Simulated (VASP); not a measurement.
Nb: relaxation of cell and atoms with r2SCAN

Nb:

```
Nb
1.0
    -1.66395    1.66395    1.66395
     1.66395   -1.66395    1.66395
     1.66395    1.66395   -1.66395
Nb
1
Direct
  0.00000 0.00000 0.00000
```

```yaml
Program: VASP 6.6.1
Task: relaxation of cell and atoms
Functional: r2SCAN
Potentials_or_basis: VASP PAW PBE potentials, release 64 (Nb_sv)
Cutoff: 550 eV
k_mesh: 26 × 26 × 26
Occupations: fermi-dirac, width 0.05 eV
Spin: no spin polarisation
Dipole_correction: no
Further_INCAR_settings: ALGO = Normal; EDIFF = 1e-07; IBRION = 2; EDIFFG = -0.002; NSW = 100; ISIF = 3
```

The relaxed volume is 18.01 Å³/atom, the relaxed cell is a = 2.860 Å, b = 2.860 Å, c = 2.860 Å, α = 109.47°, β = 109.47°, γ = 109.47° and the space group after relaxing (to 0.1 Å) is Im-3m (No. 229). The energy gained by relaxing is 5.3 meV/atom and the ionic steps are 6. The pressure after relaxing is 0.0 GPa and the band gap on the k mesh is zero (an odd number of electrons rules out a gap without spin polarisation).

Step by step:
```csv
step,energy change (eV),largest force (eV/Å),pressure (GPa),volume (Å³)
1,0.0000,0.0000,-3.92,18.43
2,0.0133,0.0000,8.15,17.25
3,-0.0053,0.0000,-0.05,18.01
4,-0.0053,0.0000,0.03,18.00
5,-0.0053,0.0000,-0.04,18.01
6,-0.0053,0.0000,0.00,18.01
```

Final structure:
```xyz
1
Lattice="-1.6511 1.6511 1.6511 1.6511 -1.6511 1.6511 1.6511 1.6511 -1.6511" Properties=species:S:1:pos:R:3 pbc="T T T"
Nb    0.0000    0.0000    0.0000
```

Levels at points of the mesh, in eV from the Fermi level:
```tsv
k point	band 2	band 3	band 4	band 5	band 6	band 7	band 8	band 9	band 10
(0.00, 0.00, 0.00)	-30.69	-30.69	-30.69	-6.29	0.44	0.44	0.44	3.57	3.57
(0.50, 0.00, 0.00)	-32.14	-31.14	-30.71	-3.91	-1.71	2.26	3.59	4.31	6.66
(0.50, 0.50, 0.50)	-31.68	-31.68	-31.68	-3.89	-3.89	5.87	5.87	5.87	9.53
```

Run time: 18 min on 1 thread of Intel Xeon 8259CL (shared host), peak memory 0.25 GiB.

Caveat: the PAW data sets were made with another functional, which shifts forces and pressure a little.
